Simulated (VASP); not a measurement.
# HoGeF4 (Cmmm) in VASP: further runs, part 2 of 2

VASP 6.6.1. The steps go on from the part before.

## 4. Relaxation of cell and atoms, PBE

This run uses another cell than the first one, of 15.26 Å³/atom.

INCAR

```
PREC = Accurate ; ENCUT = 600
EDIFF = 1E-7 ; ISMEAR = 0
SIGMA = 0.1 ; LREAL = F
LASPH = T ; NELM = 200
ALGO = Normal ; ISIF = 3
LWAVE = F ; LCHARG = F
GGA = PE ; IBRION = 2
NSW = 90 ; EDIFFG = -0.04
GGA_COMPAT = F ; NELMIN = 4
LMAXMIX = 6
```

KPOINTS

```
regular mesh
0
Gamma
  4 4 6
```

POSCAR

```
HoGeF4
1.0
    3.6360725900     -3.6830497100      0.0000000000
    3.6360725900      3.6830497100      0.0000000000
    0.0000000000      0.0000000000      3.4179996500
Ho Ge F
1 1 4
Direct
    0.5000000000      0.5000000000      0.5000000000
    0.0000000000      0.0000000000      0.0000000000
    0.1984087400      0.1984087400      0.5000000000
    0.8015912600      0.8015912600      0.5000000000
    0.6976393000      0.3023607000      0.0000000000
    0.3023607000      0.6976393000      0.0000000000
```

Run with:

```
$ cat potpaw_PBE.64/Ho_3/POTCAR potpaw_PBE.64/Ge_d/POTCAR potpaw_PBE.64/F/POTCAR > POTCAR
$ mpirun -np 1 vasp_std > vasp.out
```

Run time: 47 min. Hardware: 1 thread of Intel Xeon 6975P-C (Granite Rapids), shared host; peak memory 0.3 GiB.

It converged, with:

```
Free energy                           : -33.1376 eV
Relaxed volume                        : 19.89 Å³/atom
Relaxed cell                          : a = 5.892 Å, b = 5.892 Å, c = 3.486 Å, α = 90.00°, β = 90.00°, γ = 99.51°
Space group after relaxing (to 0.1 Å) : Cmmm (No. 65)
Energy gained by relaxing             : 199.5 meV/atom
Ionic steps                           : 34
Pressure after relaxing               : 0.0 GPa
Largest force after relaxing          : 0.022 eV/Å
Band gap on the k mesh                : zero (an odd number of electrons rules out a gap without spin polarisation)
```

Forces on the atoms (eV/Å):
```
Ho   0.000  0.000  0.000
Ge   0.000  0.000  0.000
F   -0.022  0.000  0.000
F    0.022  0.000  0.000
F    0.000 -0.020  0.000
F    0.000  0.020  0.000
```

Stress tensor (GPa, compression positive):
```
 0.00  0.00  0.00
 0.00 -0.12  0.00
 0.00  0.00  0.17
```

The path:
```csv
step,energy change (eV),largest force (eV/Å),pressure (GPa),volume (Å³)
1,0.0000,0.8442,10.22,91.55
2,-0.5194,1.2167,-1.40,104.99
3,-0.5204,1.2301,-1.77,105.63
4,-0.6944,1.0065,-0.69,105.76
5,-0.7288,0.7760,0.21,105.82
6,-0.8523,0.2529,0.42,106.27
7,-0.8646,0.1237,0.69,106.46
8,-0.8647,0.1329,0.69,106.44
9,-0.8856,0.1202,-0.02,107.73
10,-0.8953,0.3763,-0.72,109.21
11,-0.9066,0.3898,-0.64,109.46
12,-0.9435,0.4272,-0.42,110.17
13,-1.0172,0.5404,-0.01,111.46
14,-1.0449,0.8247,0.88,113.55
15,-1.0623,0.6855,0.52,112.81
16,-1.1036,0.5416,0.63,113.84
17,-1.1319,0.4238,0.89,115.52
18,-1.1584,0.3557,0.51,116.58
19,-1.1865,0.1723,-0.32,119.22
20,-1.1866,0.1646,-0.36,119.34
21,-1.1889,0.0752,0.09,118.87
22,-1.1889,0.0750,0.12,118.84
23,-1.1896,0.0544,0.04,118.97
24,-1.1910,0.0172,-0.17,119.34
25,-1.1898,0.1424,-0.55,120.10
26,-1.1912,0.0434,-0.26,119.54
27,-1.1915,0.0430,-0.27,119.55
28,-1.1923,0.0418,-0.25,119.58
29,-1.1939,0.0434,-0.26,119.63
30,-1.1958,0.0635,-0.22,119.72
31,-1.1959,0.0812,-0.19,119.76
32,-1.1959,0.0746,-0.20,119.75
33,-1.1967,0.0336,-0.11,119.58
34,-1.1972,0.0223,0.02,119.36
```

Final structure:
```
CELL_PARAMETERS angstrom
3.80644 -4.49728 0.00000
3.80644 4.49728 0.00000
0.00000 0.00000 3.48615
ATOMIC_POSITIONS crystal
Ho 0.50000 0.50000 0.50000
Ge 0.00000 0.00000 0.00000
F 0.21390 0.21390 0.50000
F 0.78610 0.78610 0.50000
F 0.64637 0.35363 0.00000
F 0.35363 0.64637 0.00000
```

Levels at points of the mesh, in eV from the Fermi level:
```csv
k point,band 23,band 24,band 25,band 26,band 27,band 28
"(0.00, 0.00, 0.00)",-6.20,-6.04,-6.02,-0.10,0.69,1.59
"(0.50, 0.00, 0.00)",-6.25,-6.17,-5.13,-0.47,0.32,2.17
"(0.50, 0.50, 0.00)",-6.19,-6.11,-5.94,-0.27,0.48,2.25
"(0.00, 0.00, 0.50)",-6.48,-6.40,-4.78,0.08,0.49,2.31
"(0.50, 0.00, 0.50)",-6.43,-6.31,-4.80,0.35,0.61,2.27
"(0.50, 0.50, 0.50)",-6.39,-6.34,-4.85,0.20,0.29,2.10
```

Caveat: the volume moved by over 15 % at a fixed basis, so the end points are rough; spin-orbit coupling is left out, which moves the levels of the heavy elements; the 4f electrons are frozen in the core, so they carry no moment and show no levels; an odd number of electrons without spin polarisation forces a metal; a magnetic or distorted state may lie lower; the run has no spin polarisation, though such a crystal can be magnetic. Spin polarisation is off, so any magnetic state and its effect on volume and gap are missing.

## 5. Single point, PBE

This run uses another cell than the first one, of 24.48 Å³/atom.

INCAR

```
  PREC = Accurate
  ENCUT = 600
  EDIFF = 1E-6
  ISMEAR = 0
  SIGMA = 0.1
  LREAL = F
  LASPH = T
  NELM = 200
  ALGO = Normal
  ISIF = 2
  LWAVE = F
  LCHARG = T
  GGA = PE
  LELF = T
  LVHAR = T
  NBANDS = 34
  GGA_COMPAT = F
  LMAXMIX = 6
```

KPOINTS

```
regular mesh
0
Gamma
  6 6 12
```

POSCAR

```
HoGeF4
1.0
    3.8094005960     -5.5902071753      0.0000000000
    3.8094005960      5.5902071753      0.0000000000
    0.0000000000      0.0000000000      3.4492805647
Ho Ge F
1 1 4
Direct
    0.5000000000      0.5000000000      0.5000000000
    0.0000000000      0.0000000000      0.0000000000
    0.2145267626      0.2145267626      0.5000000000
    0.7854732374      0.7854732374      0.5000000000
    0.6183996018      0.3816003982      0.0000000000
    0.3816003982      0.6183996018      0.0000000000
```

Potentials or basis: VASP PAW PBE potentials, release 64 (Ho_3, Ge_d, F), 4f in core.

Run with:

```
$ cat potpaw_PBE.64/Ho_3/POTCAR potpaw_PBE.64/Ge_d/POTCAR potpaw_PBE.64/F/POTCAR > POTCAR
$ mpirun -np 1 vasp_std > vasp.out
```

OUTCAR:

```text
PREC = Accurate
   ENCUT = 600
   EDIFF = 1E-6
   ISMEAR = 0
   LREAL = F
   LASPH = T
   NELM = 200
   ISIF = 2
   GGA = PE

 ion  position               nearest neighbor table
   1  0.500  0.500  0.500-   5 2.17   6 2.17   5 2.17   6 2.17   3 2.17   4 2.17
   2  0.000  0.000  0.000-   3 2.38   4 2.38   3 2.38   4 2.38
   3  0.215  0.215  0.500-   1 2.17   2 2.38   2 2.38
   4  0.785  0.785  0.500-   1 2.17   2 2.38   2 2.38
   5  0.618  0.382  0.000-   1 2.17   1 2.17
   6  0.382  0.618  0.000-   1 2.17   1 2.17

  LATTYP: Found a base centered orthorhombic cell.
 ALAT       =     7.6188011920
 B/A-ratio  =     1.4674768469
 C/A-ratio  =     0.4527327171

  Lattice vectors:

 A1 = (   3.8094005960,  -5.5902071753,   0.0000000000)
 A2 = (   3.8094005960,   5.5902071753,   0.0000000000)
 A3 = (   0.0000000000,   0.0000000000,   3.4492805647)

Analysis of symmetry for initial positions (statically):
=====================================================================
 Subroutine PRICEL returns:
 Original cell was already a primitive cell.

[... 180 lines left out ...]
 cond. band min:       0.9465728735   @ k =   0.3333  -0.0000   0.2500
 fundamental gap:      0.0156565760
 Fermi energy:         0.9350618148

 k-point     1 :       0.0000    0.0000    0.0000
  band No.  band energies     occupation
      1     -25.7558      2.00000
      2     -25.5470      2.00000
      3     -25.3572      2.00000
      4     -25.3400      2.00000
      5     -25.1443      2.00000
      6     -25.1351      2.00000
[... 877 lines left out ...]
     33       5.2960      0.00000
     34       6.4493      0.00000

 [... further k-points ...]

------------------------ aborting loop because EDIFF is reached ----------------------------------------

  FORCE on cell =-STRESS in cart. coord.  units (eV):
  Direction    XX          YY          ZZ          XY          YZ          ZX
  --------------------------------------------------------------------------------------
  -------------------------------------------------------------------------------------
  Total        0.4129664      0.2233822      0.6145631      0.0000000      0.0000000      0.0000000
  in kB        4.5038322      2.4362176      6.7024569      0.0000000      0.0000000      0.0000000
  external PRESSURE =       4.5475022 kB  Pullay stress =       0.0000000 kB

 VOLUME and BASIS-vectors are now :
 -----------------------------------------------------------------------------
  energy-cutoff  :      600.00
  volume of cell :      146.91
      direct lattice vectors                 reciprocal lattice vectors
     3.809400596 -5.590207175  0.000000000     0.131254245 -0.089442123  0.000000000
     3.809400596  5.590207175  0.000000000     0.131254245  0.089442123  0.000000000
     0.000000000  0.000000000  3.449280565     0.000000000  0.000000000  0.289915529

 POSITION                                       TOTAL-FORCE (eV/Angst)
 -----------------------------------------------------------------------------------
      3.80940      0.00000      1.72464         0.000000      0.000000     -0.000000
      0.00000      0.00000      0.00000         0.000000      0.000000     -0.000000
      1.63444      0.00000      1.72464        -0.123306      0.000000     -0.000000
      5.98436      0.00000      1.72464         0.123306      0.000000      0.000000
      3.80940     -1.32376      0.00000         0.000000     -0.160899      0.000000
      3.80940      1.32376      0.00000         0.000000      0.160899      0.000000
 -----------------------------------------------------------------------------------
    total drift:                                0.000000      0.000000     -0.000000

  FREE ENERGIE OF THE ION-ELECTRON SYSTEM (eV)
  ---------------------------------------------------
  free  energy   TOTEN  =       -33.3561034462 eV

  energy  without entropy=      -33.3456534594  energy(sigma->0) =      -33.35087845
```

Run time: 12 min. Hardware: 1 thread of Intel Xeon 6975P-C (Granite Rapids), shared host; peak memory 0.62 GiB.

Results:

```yaml
Free_energy: -33.3561 eV
Pressure: 0.5 GPa
Largest_force: 0.161 eV/Å
Band_gap_on_the_k_mesh: zero (an odd number of electrons rules out a gap without spin polarisation)
```

Forces in eV/Å, atoms in the order of the input:
```
Ho   0.000  0.000  0.000
Ge   0.000  0.000  0.000
F   -0.123  0.000  0.000
F    0.123  0.000  0.000
F    0.000 -0.161  0.000
F    0.000  0.161  0.000
```

Stress tensor (GPa, compression positive):
```
0.45 0.00 0.00
0.00 0.24 0.00
0.00 0.00 0.67
```

Caveat: spin-orbit coupling is left out, which moves the levels of the heavy elements; the 4f electrons are frozen in the core, so they carry no moment and show no levels; an odd number of electrons without spin polarisation forces a metal; a magnetic or distorted state may lie lower; the run has no spin polarisation, though such a crystal can be magnetic.

## 6. Overview

| task | cell | k mesh | gap on the mesh (eV) | pressure (GPa) | largest force (eV/Å) |
| --- | --- | --- | --- | --- | --- |
| single point | a = 6.602, b = 6.602, c = 3.445 Å, angles 90.0, 90.0, 109.4°, 6 atoms, atomic positions A | 4 × 4 × 6 | none | 0.6 | 0.19 |
| single point | a = 5.176, b = 5.176, c = 3.418 Å, angles 90.0, 90.0, 90.7°, 6 atoms, atomic positions B | 4 × 4 × 6 | none | 10.2 | 0.84 |
| relaxation of cell and atoms | relaxed from a = 5.176, b = 5.176, c = 3.418 Å, angles 90.0, 90.0, 90.7°, 6 atoms, atomic positions B | 4 × 4 × 6 | none | 0.0 | 0.02 |
| single point | a = 6.765, b = 6.765, c = 3.449 Å, angles 90.0, 90.0, 111.5°, 6 atoms, atomic positions C | 6 × 6 × 12 | none | 0.5 | 0.16 |

Alike in all rows: level PBE; potentials or basis VASP PAW PBE potentials, release 64 (Ho_3, Ge_d, F), 4f in core; no spin polarisation; cutoff (eV) 600; smearing gaussian 0.1 eV.

Caveats: spin-orbit coupling is left out, which moves the levels of the heavy elements; the 4f electrons are frozen in the core, so they carry no moment and show no levels; an odd number of electrons without spin polarisation forces a metal; a magnetic or distorted state may lie lower; the run has no spin polarisation, though such a crystal can be magnetic; the stress differs along the axes, from 5 to 15 GPa (at least some runs); the volume moved by over 15 % at a fixed basis, so the end points are rough (at least some runs).

Absolute energies hang on the potentials; compare differences alone.

The gap in the log of VASP goes by the Fermi energy; the results here count the filled bands.